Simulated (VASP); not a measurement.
# Pd in VASP: notebook

Runs on Pd. Level: LDA. Tasks: single point.

Everything below comes from runs of VASP 6.6.1. Logs are shortened: lines on timing, memory, paths and dates and some standing lists are left out, and cuts for length are marked.

### 1 The cell of the first run

The cell holds a slab with vacuum, 5 atoms: a = 2.715 Å, b = 2.715 Å, c = 23.680 Å, α = 90.00°, β = 90.00°, γ = 90.00°.

### 2 Single point, LDA

Input file INCAR:

```
PREC = Accurate
ENCUT = 400
EDIFF = 1E-6
ISMEAR = -1
SIGMA = 0.05
LREAL = False
LASPH = True
NELM = 120
ALGO = Normal
ISIF = 2
LWAVE = False
LCHARG = False
LDIPOL = True
IDIPOL = 3
DIPOL = 0.5 0.5 0.500
NBANDS = 33
GGA_COMPAT = False
NELMDL = -8
```

Input file KPOINTS:

```
regular mesh
0
Gamma
  13 13 1
```

Input file POSCAR:

```
Pd
1.0
    2.7154616614      0.0000000000      0.0000000000
    0.0000000000      2.7154616614      0.0000000000
    0.0000000000      0.0000000000     23.6805000000
Pd
5
Direct
    0.0000000000      0.0000000000      0.3396818233
    0.5000000000      0.5000000000      0.4192899297
    0.0000000000      0.0000000000      0.5000000000
    0.5000000000      0.5000000000      0.5807100697
    0.0000000000      0.0000000000      0.6603181772
```

Potentials or basis: VASP PAW LDA potentials, release 64 (Pd).

On the command line:

```
> cat potpaw_LDA.64/Pd/POTCAR > POTCAR
> mpirun -np 1 vasp_std > vasp.out
```

OUTCAR:

```text
PREC = Accurate
   ENCUT = 400
   EDIFF = 1E-6
   ISMEAR = -1
   LREAL = False
   LASPH = True
   NELM = 120
   ISIF = 2
   NELMDL = -8

 ion  position               nearest neighbor table
   1  0.000  0.000  0.340-   2 2.69   2 2.69   2 2.69   2 2.69
   2  0.500  0.500  0.419-   1 2.69   1 2.69   1 2.69   1 2.69   3 2.71   3 2.71   3 2.71   3 2.71

   3  0.000  0.000  0.500-   4 2.71   4 2.71   4 2.71   4 2.71   2 2.71   2 2.71   2 2.71   2 2.71

   4  0.500  0.500  0.581-   5 2.69   5 2.69   5 2.69   5 2.69   3 2.71   3 2.71   3 2.71   3 2.71

   5  0.000  0.000  0.660-   4 2.69   4 2.69   4 2.69   4 2.69

  LATTYP: Found a simple tetragonal cell.
 ALAT       =     2.7154616614
 C/A-ratio  =     8.7206165849

  Lattice vectors:

 A1 = (   2.7154616614,   0.0000000000,   0.0000000000)
 A2 = (   0.0000000000,   2.7154616614,   0.0000000000)
 A3 = (   0.0000000000,   0.0000000000,  23.6805000000)

Analysis of symmetry for initial positions (statically):
=====================================================================
 Subroutine PRICEL returns:
 Original cell was already a primitive cell.

 Routine SETGRP: Setting up the symmetry group for a
 simple tetragonal supercell.

 Subroutine GETGRP returns: Found 16 space group operations
 (whereof 16 operations were pure point group operations)
 out of a pool of 16 trial point group operations.

The static configuration has the point symmetry D_4h.

Analysis of symmetry for dynamics (positions and initial velocities):
=====================================================================
 Subroutine PRICEL returns:
 Original cell was already a primitive cell.

 Routine SETGRP: Setting up the symmetry group for a
 simple tetragonal supercell.

 Subroutine GETGRP returns: Found 16 space group operations
 (whereof 16 operations were pure point group operations)
 out of a pool of 16 trial point group operations.

The dynamic configuration has the point symmetry D_4h.

 Subroutine INISYM returns: Found 16 space group operations
 (whereof 16 operations are pure point group operations),
 and found     1 'primitive' translations

----------------------------------------------------------------------------------------

                                     Primitive cell

  volume of cell :     174.6137

  direct lattice vectors                    reciprocal lattice vectors
     2.715461661  0.000000000  0.000000000     0.368261506  0.000000000  0.000000000
     0.000000000  2.715461661  0.000000000     0.000000000  0.368261506  0.000000000
     0.000000000  0.000000000 23.680500000     0.000000000  0.000000000  0.042228838

  length of vectors
     2.715461661  2.715461661 23.680500000     0.368261506  0.368261506  0.042228838

  position of ions in fractional coordinates (direct lattice)
     0.000000000  0.000000000  0.339681823
     0.500000000  0.500000000  0.419289930
     0.000000000  0.000000000  0.500000000
     0.500000000  0.500000000  0.580710070
     0.000000000  0.000000000  0.660318177

  ion indices of the primitive-cell ions
   primitive index   ion index
                 1           1
                 2           2
                 3           3
                 4           4
                 5           5

----------------------------------------------------------------------------------------

 KPOINTS: regular mesh

Automatic generation of k-mesh.
 Grid dimensions read from file:
 generate k-points for:   13   13    1

 Generating k-lattice:

  Cartesian coordinates                     Fractional coordinates (reciprocal lattice)
     0.028327808  0.000000000  0.000000000     0.076923077  0.000000000  0.000000000
     0.000000000  0.028327808  0.000000000     0.000000000  0.076923077  0.000000000
     0.000000000  0.000000000  0.042228838     0.000000000  0.000000000  1.000000000

  Length of vectors
     0.028327808  0.028327808  0.042228838

  Shift w.r.t. Gamma in fractional coordinates (k-lattice)
     0.000000000  0.000000000  0.000000000

 Subroutine IBZKPT returns following result:
 ===========================================

 Found     28 irreducible k-points:

 Following reciprocal coordinates:
            Coordinates               Weight
  0.000000  0.000000  0.000000      1.000000
  0.076923  0.000000  0.000000      4.000000
  0.153846  0.000000  0.000000      4.000000
  0.230769  0.000000  0.000000      4.000000
  0.307692  0.000000  0.000000      4.000000
  0.384615  0.000000  0.000000      4.000000
[... 16 lines left out ...]
  0.307692  0.307692  0.000000      4.000000
  0.384615  0.307692  0.000000      8.000000
 [... further k-points ...]
   k-points           NKPTS =     28   k-points in BZ     NKDIM =     28   number of bands    NBANDS=     33
   number of dos      NEDOS =    301   number of ions     NIONS =      5
   total plane-waves  NPLWV =  51840
   dimension x,y,z NGX =    18 NGY =   18 NGZ =  160
   dimension x,y,z NGXF=    36 NGYF=   36 NGZF=  320
   ions per type =               5
   NGX,Y,Z   is equivalent  to a cutoff of  11.02, 11.02, 11.23 a.u.
   NGXF,Y,Z  is equivalent  to a cutoff of  22.04, 22.04, 22.47 a.u.
 SYSTEM =  unknown system
   PREC   = accura    normal or accurate (medium, high low for compatibility)
   ISTART =      0    job   : 0-new  1-cont  2-samecut
   ICHARG =      2    charge: 1-file 2-atom 10-const
   ISPIN  =      1    spin polarized calculation?
   LNONCOLLINEAR =      F non collinear calculations
   LSORBIT =      F    spin-orbit coupling
   LASPH  =      T    aspherical Exc in radial PAW
   ENCUT  =  400.0 eV  29.40 Ry    5.42 a.u.   4.43  4.43 38.62*2*pi/ulx,y,z
   NELM   =    120;   NELMIN=  2; NELMDL= -8     # of ELM steps
   EDIFF  = 0.1E-05   stopping-criterion for ELM
   LREAL  =      F    real-space projection
   EDIFFG = 0.1E-04   stopping-criterion for IOM
   NSW    =      0    number of steps for IOM
   IBRION =     -1    ionic relax: 0-MD 1-quasi-New 2-CG
   NFREE  =      0    steps in history (QN), initial steepest desc. (CG)
   ISIF   =      2    stress and relaxation
   ISYM   =      2    0-nonsym 1-usesym 2-fastsym
   POTIM  = 0.5000    time-step for ionic-motion
   TEBEG  =    0.0;   TEEND  =   0.0 temperature during run
   PSTRESS=    0.0 pullay stress
   NELECT =      50.0000    total number of electrons
   NUPDOWN=      -1.0000    fix difference up-down
   EMIN   =  10.00;   EMAX   =-10.00  energy-range for DOS
   EFERMI =   0.00;   METHOD = LEGACY
   ISMEAR =    -1;   SIGMA  =   0.05  broadening in eV -4-tet -1-fermi 0-gaus
   EFERMI_NEDOS =   21; number of points for ismear=-14 and -15
   IALGO  =     38    algorithm
   IMIX   =      4    mixing-type and parameters
     AMIX     =   0.40;   BMIX     =  1.00
     AMIX_MAG =   1.60;   BMIX_MAG =  1.00
  volume/ion in A,a.u.               =      34.92       235.67
  Fermi-wavevector in a.u.,A,eV,Ry     =   1.079043  2.039096 15.841724  1.164334
  Thomas-Fermi vector in A             =   2.214998
   LORBIT       =      0    0 simple, 1 ext, 2 COOP (PROOUT), +10 PAW based schemes
   GGA     = CA    functional components
   LHFCALC =     F    Hartree Fock is set to
   AEXX    =    0.0000 exact exchange contribution
   IVDW    =     0    specifies the selected vdW correction
   LEPSILON=     F    determine dielectric tensor
   LRPA    =     F    only Hartree local field effects (RPA)
 non-spin polarized calculation
  energy-cutoff  :      400.00
  volume of cell :      174.61
 maximum number of plane-waves:      3216
 NGX is ok and might be reduce to    18
   NGX =  9   NGY =  9   NGZ = 77

 dipolmoment           0.000000      0.000000     -0.000000 electrons x Angstroem

 number of electron      49.9999974 magnetization

 dipolmoment           0.000000      0.000000      0.000000 electrons x Angstroem

 Free energy of the ion-electron system (eV)
  ---------------------------------------------------
  ext. energy  EPLUGINS =         0.00000000
  ---------------------------------------------------
  free energy    TOTEN  =       -30.56998736 eV

  energy without entropy =      -30.48762947  energy(sigma->0) =      -30.52880841

 E-fermi :   0.9211     XC(G=0):  -6.3886

 val. band max:        0.9137331546   @ k =   0.3846   0.3846   0.0000
 cond. band min:       0.9271977687   @ k =   0.3846   0.2308   0.0000
 fundamental gap:      0.0134646141
 Fermi energy:         0.9211434887

 k-point     1 :       0.0000    0.0000    0.0000
  band No.  band energies     occupation
      1      -6.2635      2.00000
      2      -5.1285      2.00000
      3      -4.7265      2.00000
      4      -4.4579      2.00000
      5      -4.0333      2.00000
      6      -3.9411      2.00000
[... 25 lines left out ...]
     32       6.3032      0.00000
     33       6.7129      0.00000

 k-point     2 :       0.0769    0.0000    0.0000
  band No.  band energies     occupation
      1      -6.1215      2.00000
      2      -5.0082      2.00000
      3      -4.6314      2.00000
      4      -4.3668      2.00000
      5      -3.9555      2.00000
      6      -3.8388      2.00000
[... 25 lines left out ...]
     32       6.4276      0.00000
     33       6.8580      0.00000
[... 754 lines left out ...]
     32       9.3156      0.00000
     33      10.1502      0.00000

 k-point    24 :       0.3846    0.3077    0.0000
  band No.  band energies     occupation
      1      -4.0969      2.00000
      2      -3.9979      2.00000
      3      -3.9526      2.00000
      4      -3.8582      2.00000
      5      -3.4142      2.00000
      6      -3.3377      2.00000
[... 25 lines left out ...]
     32       8.7308      0.00000
     33      10.3529      0.00000

 [... further k-points ...]

------------------------ aborting loop because EDIFF is reached ----------------------------------------

 vacuum level on the upper side and lower side of the slab       (xc-potential included)        -0.140        -0.140

  FORCE on cell =-STRESS in cart. coord.  units (eV):
  Direction    XX          YY          ZZ          XY          YZ          ZX
  --------------------------------------------------------------------------------------
  -------------------------------------------------------------------------------------
  Total       -2.5653306     -2.5653306     -0.1243774      0.0000000      0.0000000     -0.0000000
  in kB      -23.5383331    -23.5383331     -1.1412320      0.0000000      0.0000000     -0.0000000
  external PRESSURE =     -16.0726328 kB  Pullay stress =       0.0000000 kB

 VOLUME and BASIS-vectors are now :
 -----------------------------------------------------------------------------
  energy-cutoff  :      400.00
  volume of cell :      174.61
      direct lattice vectors                 reciprocal lattice vectors
     2.715461661  0.000000000  0.000000000     0.368261506  0.000000000  0.000000000
     0.000000000  2.715461661  0.000000000     0.000000000  0.368261506  0.000000000
     0.000000000  0.000000000 23.680500000     0.000000000  0.000000000  0.042228838

 POSITION                                       TOTAL-FORCE (eV/Angst)
 -----------------------------------------------------------------------------------
      0.00000      0.00000      8.04384         0.000000      0.000000     -0.015841
      1.35773      1.35773      9.92900        -0.000000      0.000000     -0.000188
      0.00000      0.00000     11.84025         0.000000     -0.000000      0.000000
      1.35773      1.35773     13.75150         0.000000     -0.000000      0.000188
      0.00000      0.00000     15.63666         0.000000      0.000000      0.015841
 -----------------------------------------------------------------------------------
    total drift:                                0.000000      0.000000      0.000003

  FREE ENERGIE OF THE ION-ELECTRON SYSTEM (eV)
  ---------------------------------------------------
  free  energy   TOTEN  =       -30.5699873598 eV

  energy  without entropy=      -30.4876294693  energy(sigma->0) =      -30.52880841

 vacuum level on the upper side and lower side of the slab         6.311         6.311
```

It took 2.2 min on 1 thread of Intel Xeon 6975P-C (Granite Rapids), shared host; peak memory 0.22 GiB.

Results:

* Free energy: -30.5700 eV
* Largest force: 0.016 eV/Å
* Band gap on the k mesh: zero (band 25 reaches 1.50 eV, above the bottom of band 26 at 0.48 eV)

Forces in eV/Å, atoms in the order of the input:
```
Pd   0.000  0.000 -0.016
Pd   0.000  0.000  0.000
Pd   0.000  0.000  0.000
Pd   0.000  0.000  0.000
Pd   0.000  0.000  0.016
```

Levels at points of the mesh, in eV from the Fermi level:
| k point | band 23 | band 24 | band 25 | band 26 | band 27 | band 28 |
| --- | --- | --- | --- | --- | --- | --- |
| (0.00, 0.00, 0.00) | -0.42 | -0.35 | -0.35 | -0.08 | 0.02 | 0.18 |

### 3 Single point, LDA

Input file INCAR:

```
SYSTEM = Pd
PREC = Accurate
ENCUT = 400
EDIFF = 1E-6
ISMEAR = -1
SIGMA = 0.05
LREAL = .False.
LASPH = .True.
NELM = 120
ALGO = Normal
ISIF = 2
LWAVE = .False.
LCHARG = .False.
NBANDS = 33
GGA_COMPAT = .False.
NELMDL = -8
```

Input file KPOINTS:

```
regular mesh
0
Gamma
  13 13 1
  0 0 0
```

POSCAR is that of step 2.

Potentials or basis: VASP PAW LDA potentials, release 64 (Pd).

On the command line:

```
> cat potpaw_LDA.64/Pd/POTCAR > POTCAR
> mpirun -np 1 vasp_std > vasp.out
```

OUTCAR:

```text
SYSTEM = Pd
   PREC = Accurate
   ENCUT = 400
   EDIFF = 1E-6
   ISMEAR = -1
   LREAL = .False.
   LASPH = .True.
   NELM = 120
   ISIF = 2
   NELMDL = -8

 ion  position               nearest neighbor table
   1  0.000  0.000  0.340-   2 2.69   2 2.69   2 2.69   2 2.69
   2  0.500  0.500  0.419-   1 2.69   1 2.69   1 2.69   1 2.69   3 2.71   3 2.71   3 2.71   3 2.71

   3  0.000  0.000  0.500-   4 2.71   4 2.71   4 2.71   4 2.71   2 2.71   2 2.71   2 2.71   2 2.71

   4  0.500  0.500  0.581-   5 2.69   5 2.69   5 2.69   5 2.69   3 2.71   3 2.71   3 2.71   3 2.71

   5  0.000  0.000  0.660-   4 2.69   4 2.69   4 2.69   4 2.69

  LATTYP: Found a simple tetragonal cell.
 ALAT       =     2.7154616614
 C/A-ratio  =     8.7206165849

  Lattice vectors:

 A1 = (   2.7154616614,   0.0000000000,   0.0000000000)
 A2 = (   0.0000000000,   2.7154616614,   0.0000000000)
 A3 = (   0.0000000000,   0.0000000000,  23.6805000000)

Analysis of symmetry for initial positions (statically):
=====================================================================
[... 172 lines left out ...]
  ext. energy  EPLUGINS =         0.00000000
  ---------------------------------------------------
  free energy    TOTEN  =       -30.56998736 eV

  energy without entropy =      -30.48762947  energy(sigma->0) =      -30.52880841

 E-fermi :   0.9211     XC(G=0):  -6.3886

 val. band max:        0.9137331549   @ k =   0.3846   0.3846   0.0000
 cond. band min:       0.9271977689   @ k =   0.3846   0.2308   0.0000
 fundamental gap:      0.0134646140
 Fermi energy:         0.9211434889

 k-point     1 :       0.0000    0.0000    0.0000
  band No.  band energies     occupation
      1      -6.2635      2.00000
      2      -5.1285      2.00000
      3      -4.7265      2.00000
      4      -4.4579      2.00000
      5      -4.0333      2.00000
      6      -3.9411      2.00000
[... 853 lines left out ...]
     32       8.7308      0.00000
     33      10.3529      0.00000

 [... further k-points ...]
[... 5 lines left out ...]
  --------------------------------------------------------------------------------------
  -------------------------------------------------------------------------------------
  Total       -2.5653306     -2.5653306     -0.1243774      0.0000000      0.0000000      0.0000000
  in kB      -23.5383330    -23.5383330     -1.1412318      0.0000000      0.0000000      0.0000000
  external PRESSURE =     -16.0726326 kB  Pullay stress =       0.0000000 kB

 VOLUME and BASIS-vectors are now :
 -----------------------------------------------------------------------------
  energy-cutoff  :      400.00
  volume of cell :      174.61
      direct lattice vectors                 reciprocal lattice vectors
     2.715461661  0.000000000  0.000000000     0.368261506  0.000000000  0.000000000
     0.000000000  2.715461661  0.000000000     0.000000000  0.368261506  0.000000000
     0.000000000  0.000000000 23.680500000     0.000000000  0.000000000  0.042228838

 POSITION                                       TOTAL-FORCE (eV/Angst)
 -----------------------------------------------------------------------------------
      0.00000      0.00000      8.04384         0.000000     -0.000000     -0.015841
      1.35773      1.35773      9.92900         0.000000      0.000000     -0.000188
      0.00000      0.00000     11.84025        -0.000000     -0.000000      0.000000
      1.35773      1.35773     13.75150        -0.000000      0.000000      0.000188
      0.00000      0.00000     15.63666        -0.000000     -0.000000      0.015841
 -----------------------------------------------------------------------------------
    total drift:                                0.000000      0.000000      0.000002

  FREE ENERGIE OF THE ION-ELECTRON SYSTEM (eV)
  ---------------------------------------------------
  free  energy   TOTEN  =       -30.5699873598 eV

  energy  without entropy=      -30.4876294692  energy(sigma->0) =      -30.52880841
```

It took 1.7 min on 1 thread of Intel Xeon 6975P-C (Granite Rapids), shared host; peak memory 0.22 GiB.

Results:

| Item | Value |
| --- | --- |
| Free energy | -30.5700 eV |
| Largest force | 0.016 eV/Å |
| Band gap on the k mesh | zero (band 25 reaches 1.50 eV, above the bottom of band 26 at 0.48 eV) |

Forces in eV/Å, atoms in the order of the input:
```
Pd   0.000  0.000 -0.016
Pd   0.000  0.000  0.000
Pd   0.000  0.000  0.000
Pd   0.000  0.000  0.000
Pd   0.000  0.000  0.016
```
